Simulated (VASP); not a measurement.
# Ni (P6/mmm) in VASP: a series of runs, part 2 of 3

VASP 6.6.1. The steps go on from the part before.

### Step 3. Single point, PBEsol (volume scaled by 0.88)

File INCAR:

```
SYSTEM = Ni
  PREC = Accurate
  ENCUT = 520
  EDIFF = 1E-6
  ISMEAR = -1
  SIGMA = 0.1
  LREAL = .FALSE.
  LASPH = .TRUE.
  NELM = 100
  ALGO = Normal
  ISIF = 2
  LWAVE = .FALSE.
  LCHARG = .FALSE.
  GGA = PS
  NBANDS = 22
```

File KPOINTS:

```
regular mesh
0
G
  10 10 15
  0 0 0
```

File POSCAR:

```
Ni
1.0
    3.7667879463      0.0000000000      0.0000000000
   -1.8833939732      3.2621340522      0.0000000000
    0.0000000000      0.0000000000      2.2654277508
Ni
3
Direct
    1.0000000000      1.0000000000      0.0000000000
    0.3333333333      0.6666666667      0.5000000000
    0.6666666667      0.3333333333      0.5000000000
```

Potentials or basis: VASP PAW PBE potentials, release 64 (Ni).

Launch:

```console
$ cat potpaw_PBE.64/Ni/POTCAR > POTCAR
$ mpirun -np 1 vasp_std > vasp.out
```

OUTCAR:

```text
SYSTEM = Ni
   PREC = Accurate
   ENCUT = 520
   EDIFF = 1E-6
   ISMEAR = -1
   LREAL = .FALSE.
   LASPH = .TRUE.
   NELM = 100
   ISIF = 2
   GGA = PS

 ion  position               nearest neighbor table
   1  0.000  0.000  0.000-   2 2.45   3 2.45   2 2.45   3 2.45   3 2.45   3 2.45   2 2.45   2 2.45
                             3 2.45   3 2.45   2 2.45   2 2.45
   2  0.333  0.667  0.500-   3 2.17   3 2.17   3 2.17   1 2.45   1 2.45   1 2.45   1 2.45   1 2.45
                             1 2.45
   3  0.667  0.333  0.500-   2 2.17   2 2.17   2 2.17   1 2.45   1 2.45   1 2.45   1 2.45   1 2.45
                             1 2.45

  LATTYP: Found a hexagonal cell.
 ALAT       =     3.7667879463
 C/A-ratio  =     0.6014216311

  Lattice vectors:

 A1 = (   3.7667879463,   0.0000000000,   0.0000000000)
 A2 = (  -1.8833939732,   3.2621340522,   0.0000000000)
 A3 = (   0.0000000000,   0.0000000000,   2.2654277508)

Analysis of symmetry for initial positions (statically):
=====================================================================
 Subroutine PRICEL returns:
 Original cell was already a primitive cell.

 Routine SETGRP: Setting up the symmetry group for a
 hexagonal supercell.

 Subroutine GETGRP returns: Found 24 space group operations
 (whereof 24 operations were pure point group operations)
 out of a pool of 24 trial point group operations.

The static configuration has the point symmetry D_6h.

Analysis of symmetry for dynamics (positions and initial velocities):
=====================================================================
 Subroutine PRICEL returns:
 Original cell was already a primitive cell.

 Routine SETGRP: Setting up the symmetry group for a
 hexagonal supercell.

 Subroutine GETGRP returns: Found 24 space group operations
 (whereof 24 operations were pure point group operations)
 out of a pool of 24 trial point group operations.

The dynamic configuration has the point symmetry D_6h.

 Subroutine INISYM returns: Found 24 space group operations
 (whereof 24 operations are pure point group operations),
 and found     1 'primitive' translations

----------------------------------------------------------------------------------------

                                     Primitive cell

  volume of cell :      27.8370

  direct lattice vectors                    reciprocal lattice vectors
     3.766787946  0.000000000  0.000000000     0.265478178  0.153273897  0.000000000
    -1.883393973  3.262134052  0.000000000     0.000000000  0.306547795  0.000000000
     0.000000000  0.000000000  2.265427751     0.000000000  0.000000000  0.441417741

  length of vectors
     3.766787946  3.766787946  2.265427751     0.306547795  0.306547795  0.441417741

  position of ions in fractional coordinates (direct lattice)
     0.000000000  0.000000000  0.000000000
     0.333333333  0.666666667  0.500000000
     0.666666667  0.333333333  0.500000000

  ion indices of the primitive-cell ions
   primitive index   ion index
                 1           1
                 2           2
                 3           3

----------------------------------------------------------------------------------------

 KPOINTS: regular mesh

Automatic generation of k-mesh.
 Grid dimensions read from file:
 generate k-points for:   10   10   15

 Generating k-lattice:

  Cartesian coordinates                     Fractional coordinates (reciprocal lattice)
     0.026547818  0.015327390  0.000000000     0.100000000  0.000000000  0.000000000
     0.000000000  0.030654779  0.000000000     0.000000000  0.100000000  0.000000000
     0.000000000  0.000000000  0.029427849     0.000000000  0.000000000  0.066666667

  Length of vectors
     0.030654779  0.030654779  0.029427849

  Shift w.r.t. Gamma in fractional coordinates (k-lattice)
     0.000000000  0.000000000  0.000000000

 Subroutine IBZKPT returns following result:
 ===========================================

 Found    112 irreducible k-points:

 Following reciprocal coordinates:
            Coordinates               Weight
  0.000000  0.000000  0.000000      1.000000
  0.100000 -0.000000  0.000000      6.000000
  0.200000 -0.000000  0.000000      6.000000
  0.300000  0.000000  0.000000      6.000000
  0.400000 -0.000000  0.000000      6.000000
  0.500000 -0.000000  0.000000      3.000000
[... 16 lines left out ...]
  0.300000  0.100000  0.066667     24.000000
  0.400000  0.100000  0.066667     24.000000
 [... further k-points ...]
   k-points           NKPTS =    112   k-points in BZ     NKDIM =    112   number of bands    NBANDS=     22
   number of dos      NEDOS =    301   number of ions     NIONS =      3
   total plane-waves  NPLWV =  14112
   dimension x,y,z NGX =    28 NGY =   28 NGZ =   18
   dimension x,y,z NGXF=    56 NGYF=   56 NGZF=   36
   ions per type =               3
   NGX,Y,Z   is equivalent  to a cutoff of  12.36, 12.36, 13.21 a.u.
   NGXF,Y,Z  is equivalent  to a cutoff of  24.72, 24.72, 26.42 a.u.
 SYSTEM =  Ni
   PREC   = accura    normal or accurate (medium, high low for compatibility)
   ISTART =      0    job   : 0-new  1-cont  2-samecut
   ICHARG =      2    charge: 1-file 2-atom 10-const
   ISPIN  =      1    spin polarized calculation?
   LNONCOLLINEAR =      F non collinear calculations
   LSORBIT =      F    spin-orbit coupling
   LASPH  =      T    aspherical Exc in radial PAW
   ENCUT  =  520.0 eV  38.22 Ry    6.18 a.u.   7.00  7.00  4.21*2*pi/ulx,y,z
   NELM   =    100;   NELMIN=  2; NELMDL= -5     # of ELM steps
   EDIFF  = 0.1E-05   stopping-criterion for ELM
   LREAL  =      F    real-space projection
   EDIFFG = 0.1E-04   stopping-criterion for IOM
   NSW    =      0    number of steps for IOM
   IBRION =     -1    ionic relax: 0-MD 1-quasi-New 2-CG
   NFREE  =      0    steps in history (QN), initial steepest desc. (CG)
   ISIF   =      2    stress and relaxation
   ISYM   =      2    0-nonsym 1-usesym 2-fastsym
   POTIM  = 0.5000    time-step for ionic-motion
   TEBEG  =    0.0;   TEEND  =   0.0 temperature during run
   PSTRESS=    0.0 pullay stress
   NELECT =      30.0000    total number of electrons
   NUPDOWN=      -1.0000    fix difference up-down
   EMIN   =  10.00;   EMAX   =-10.00  energy-range for DOS
   EFERMI =   0.00;   METHOD = LEGACY
   ISMEAR =    -1;   SIGMA  =   0.10  broadening in eV -4-tet -1-fermi 0-gaus
   EFERMI_NEDOS =   21; number of points for ismear=-14 and -15
   IALGO  =     38    algorithm
   IMIX   =      4    mixing-type and parameters
     AMIX     =   0.40;   BMIX     =  1.00
     AMIX_MAG =   1.60;   BMIX_MAG =  1.00
  volume/ion in A,a.u.               =       9.28        62.62
  Fermi-wavevector in a.u.,A,eV,Ry     =   1.678447  3.171804 38.330100  2.817183
  Thomas-Fermi vector in A             =   2.762534
   LORBIT       =      0    0 simple, 1 ext, 2 COOP (PROOUT), +10 PAW based schemes
   GGA     = PS    functional components
   LHFCALC =     F    Hartree Fock is set to
   AEXX    =    0.0000 exact exchange contribution
   IVDW    =     0    specifies the selected vdW correction
   LEPSILON=     F    determine dielectric tensor
   LRPA    =     F    only Hartree local field effects (RPA)
 non-spin polarized calculation
  energy-cutoff  :      520.00
  volume of cell :       27.84
 maximum number of plane-waves:       760
 NGX is ok and might be reduce to    28
   NGX = 13   NGY = 13   NGZ =  9

 number of electron      29.9999997 magnetization

 Free energy of the ion-electron system (eV)
  ---------------------------------------------------
  ext. energy  EPLUGINS =         0.00000000
  ---------------------------------------------------
  free energy    TOTEN  =       -17.64680645 eV

  energy without entropy =      -17.42564938  energy(sigma->0) =      -17.53622792

 E-fermi :  11.5209     XC(G=0): -14.3975

 val. band max:       11.5208526625   @ k =   0.4000   0.1000   0.4667
 cond. band min:      11.5245591949   @ k =   0.4000   0.2000   0.4667
 fundamental gap:      0.0037065323
 Fermi energy:        11.5209295369

 k-point     1 :       0.0000    0.0000    0.0000
  band No.  band energies     occupation
      1       1.4246      2.00000
      2       6.6512      2.00000
      3       8.0753      2.00000
      4       8.0753      2.00000
      5       8.0820      2.00000
      6       8.0820      2.00000
[... 14 lines left out ...]
     21      21.5883      0.00000
     22      21.6865      0.00000
[... 552 lines left out ...]
  band No.  band energies     occupation
      1       4.4208      2.00000
      2       5.4418      2.00000
      3       6.1599      2.00000
      4       7.8762      2.00000
      5       8.0217      2.00000
      6       8.1802      2.00000
[... 14 lines left out ...]
     21      29.0071      0.00000
     22      30.1582      0.00000

 [... further k-points ...]
[... 5 lines left out ...]
  --------------------------------------------------------------------------------------
  -------------------------------------------------------------------------------------
  Total        6.7369582      6.7369582      6.4337535     -0.0000000     -0.0000000      0.0000000
  in kB      387.7494945    387.7494945    370.2983764     -0.0000000     -0.0000000      0.0000000
  external PRESSURE =     381.9324551 kB  Pullay stress =       0.0000000 kB

 VOLUME and BASIS-vectors are now :
 -----------------------------------------------------------------------------
  energy-cutoff  :      520.00
  volume of cell :       27.84
      direct lattice vectors                 reciprocal lattice vectors
     3.766787946  0.000000000  0.000000000     0.265478178  0.153273897  0.000000000
    -1.883393973  3.262134052  0.000000000     0.000000000  0.306547795  0.000000000
     0.000000000  0.000000000  2.265427751     0.000000000  0.000000000  0.441417741

 POSITION                                       TOTAL-FORCE (eV/Angst)
 -----------------------------------------------------------------------------------
      0.00000      0.00000      0.00000         0.000000      0.000000      0.000000
     -0.00000      2.17476      1.13271        -0.000000     -0.000000      0.000000
      1.88339      1.08738      1.13271         0.000000      0.000000      0.000000
 -----------------------------------------------------------------------------------
    total drift:                                0.000000      0.000000     -0.000000

  FREE ENERGIE OF THE ION-ELECTRON SYSTEM (eV)
  ---------------------------------------------------
  free  energy   TOTEN  =       -17.6468064536 eV

  energy  without entropy=      -17.4256493805  energy(sigma->0) =      -17.53622792
```

Wall time 47 s (1 thread of Intel Xeon Platinum 8259CL at 2.50GHz (Skylake/Cascade Lake), shared host); peak memory 0.17 GiB.

What came out:

| Property | Result |
| --- | --- |
| Free energy | -17.6468 eV |
| Pressure | 38.2 GPa |
| Band gap on the k mesh | zero (band 15 reaches 12.03 eV, above the bottom of band 16 at 11.32 eV) |

Stress tensor (GPa, compression positive):
```
38.77  0.00  0.00
 0.00 38.77  0.00
 0.00  0.00 37.03
```

Caveat: the PAW data sets were made with another functional, which shifts forces and pressure a little; the run has no spin polarisation, though such a crystal can be magnetic. Spin polarisation is off, so any magnetic state and its effect on volume and gap are missing.

### Step 4. Single point, PBEsol (volume scaled by 0.92)

File INCAR:

```
SYSTEM = Ni
ALGO = Normal
EDIFF = 1E-6
ENCUT = 520
GGA = PS
ISIF = 2
ISMEAR = -1
LASPH = .True.
LCHARG = .False.
LREAL = .False.
LWAVE = .False.
NBANDS = 22
NELM = 80
PREC = Accurate
SIGMA = 0.1
```

File KPOINTS:

```
k-points
0
Gamma
  10 10 15
  0 0 0
```

File POSCAR:

```
Ni
1.0
    3.8230169518      0.0000000000      0.0000000000
   -1.9115084759      3.3108297993      0.0000000000
    0.0000000000      0.0000000000      2.2992450910
Ni
3
Direct
    1.0000000000      1.0000000000      0.0000000000
    0.3333333333      0.6666666667      0.5000000000
    0.6666666667      0.3333333333      0.5000000000
```

Launch:

```console
$ cat potpaw_PBE.64/Ni/POTCAR > POTCAR
$ mpirun -np 1 vasp_std > vasp.out
```

Run time: 48 s. Hardware: 1 thread of Intel Xeon Platinum 8259CL at 2.50GHz (Skylake/Cascade Lake), shared host; peak memory 0.17 GiB.

The run converged. Its results:

```yaml
Free_energy: -17.8832 eV
Pressure: 22.3 GPa
Band_gap_on_the_k_mesh: zero (band 15 reaches 11.26 eV, above the bottom of band 16 at 10.59 eV)
```

Stress tensor (GPa, compression positive):
```
22.72  0.00  0.00
 0.00 22.72  0.00
 0.00  0.00 21.56
```

Levels at points of the mesh, in eV from the Fermi level:
| k point | band 12 | band 13 | band 14 | band 15 | band 16 | band 17 | band 18 | band 19 |
| --- | --- | --- | --- | --- | --- | --- | --- | --- |
| (0.00, 0.00, 0.00) | -1.23 | -1.17 | -1.17 | 0.11 | 0.11 | 6.85 | 6.85 | 6.86 |
| (0.50, 0.00, 0.00) | -0.49 | -0.26 | -0.24 | -0.22 | -0.15 | -0.04 | 0.14 | 7.41 |

Caveat: the PAW data sets were made with another functional, which shifts forces and pressure a little; the run has no spin polarisation, though such a crystal can be magnetic.

### Step 5. Single point, PBEsol (volume scaled by 0.96)

File INCAR:

```
  ALGO = Normal
  EDIFF = 1E-6
  ENCUT = 520
  GGA = PS
  ISIF = 2
  ISMEAR = -1
  LASPH = True
  LCHARG = False
  LREAL = False
  LWAVE = False
  NBANDS = 22
  NELM = 80
  PREC = Accurate
  SIGMA = 0.1
```

File KPOINTS:

```
k-points
0
Gamma
  10 10 15
```

File POSCAR:

```
Ni
1.0
    3.8776388594      0.0000000000      0.0000000000
   -1.9388194297      3.3581337589      0.0000000000
    0.0000000000      0.0000000000      2.3320958877
Ni
3
Direct
    1.0000000000      1.0000000000      0.0000000000
    0.3333333333      0.6666666667      0.5000000000
    0.6666666667      0.3333333333      0.5000000000
```

Potentials or basis: VASP PAW PBE potentials, release 64 (Ni).

Launch:

```console
$ cat potpaw_PBE.64/Ni/POTCAR > POTCAR
$ mpirun -np 1 vasp_std > vasp.out
```

OUTCAR:

```text
EDIFF = 1E-6
   ENCUT = 520
   GGA = PS
   ISIF = 2
   ISMEAR = -1
   LASPH = True
   LREAL = False
   NELM = 80
   PREC = Accurate

 ion  position               nearest neighbor table
   1  0.000  0.000  0.000-   2 2.52   3 2.52   2 2.52   3 2.52   2 2.52   2 2.52   3 2.52   3 2.52
                             3 2.52   3 2.52   2 2.52   2 2.52
   2  0.333  0.667  0.500-   3 2.24   3 2.24   3 2.24   1 2.52   1 2.52   1 2.52   1 2.52   1 2.52
                             1 2.52
   3  0.667  0.333  0.500-   2 2.24   2 2.24   2 2.24   1 2.52   1 2.52   1 2.52   1 2.52   1 2.52
                             1 2.52

  LATTYP: Found a hexagonal cell.
[... 792 lines left out ...]
 [... further k-points ...]
[... 5 lines left out ...]
  --------------------------------------------------------------------------------------
  -------------------------------------------------------------------------------------
  Total        1.9169368      1.9169368      1.7851397      0.0000000      0.0000000      0.0000000
  in kB      101.1361978    101.1361978     94.1826763      0.0000000      0.0000000      0.0000000
  external PRESSURE =      98.8183573 kB  Pullay stress =       0.0000000 kB

 VOLUME and BASIS-vectors are now :
 -----------------------------------------------------------------------------
  energy-cutoff  :      520.00
  volume of cell :       30.37
      direct lattice vectors                 reciprocal lattice vectors
     3.877638859  0.000000000  0.000000000     0.257888895  0.148892223  0.000000000
    -1.938819430  3.358133759  0.000000000     0.000000000  0.297784446  0.000000000
     0.000000000  0.000000000  2.332095888     0.000000000  0.000000000  0.428798835

 POSITION                                       TOTAL-FORCE (eV/Angst)
 -----------------------------------------------------------------------------------
      0.00000      0.00000      0.00000        -0.000000      0.000000      0.000000
     -0.00000      2.23876      1.16605         0.000000      0.000000      0.000000
      1.93882      1.11938      1.16605        -0.000000      0.000000     -0.000000
 -----------------------------------------------------------------------------------
    total drift:                               -0.000000      0.000000      0.000000

  FREE ENERGIE OF THE ION-ELECTRON SYSTEM (eV)
  ---------------------------------------------------
  free  energy   TOTEN  =       -18.0084084250 eV

  energy  without entropy=      -17.7679353461  energy(sigma->0) =      -17.88817189
```

stdout:

```text
POSCAR found type information on POSCAR Ni
 POSCAR found :  1 types and       3 ions
 scaLAPACK will be used
 -----------------------------------------------------------------------------
|                                                                             |
|                                                                             |
|     You enforced a specific xc type in the INCAR file but a different       |
|     I HOPE YOU KNOW WHAT YOU ARE DOING!                                     |
|                                                                             |
 -----------------------------------------------------------------------------

 LDA part: xc-table for (Slater+PW92), standard interpolation
 POSCAR, INCAR and KPOINTS ok, starting setup
 FFT: planning ... GRIDC
 FFT: planning ... GRID_SOFT
 FFT: planning ... GRID
 WAVECAR not read
 entering main loop
```

Run time: 64 s. Hardware: 1 thread of Intel Xeon Platinum 8259CL at 2.50GHz (Skylake/Cascade Lake), shared host; peak memory 0.18 GiB.

Results:

| Property | Result |
| --- | --- |
| Free energy | -18.0084 eV |
| Pressure | 9.9 GPa |
| Band gap on the k mesh | zero (band 15 reaches 10.55 eV, above the bottom of band 16 at 9.93 eV) |

Stress tensor (GPa, compression positive):
```
10.11  0.00  0.00
 0.00 10.11  0.00
 0.00  0.00  9.42
```

Caveat: the PAW data sets were made with another functional, which shifts forces and pressure a little; the run has no spin polarisation, though such a crystal can be magnetic. Spin polarisation is off, so any magnetic state and its effect on volume and gap are missing.

(Part 2 of 3 ends here.)
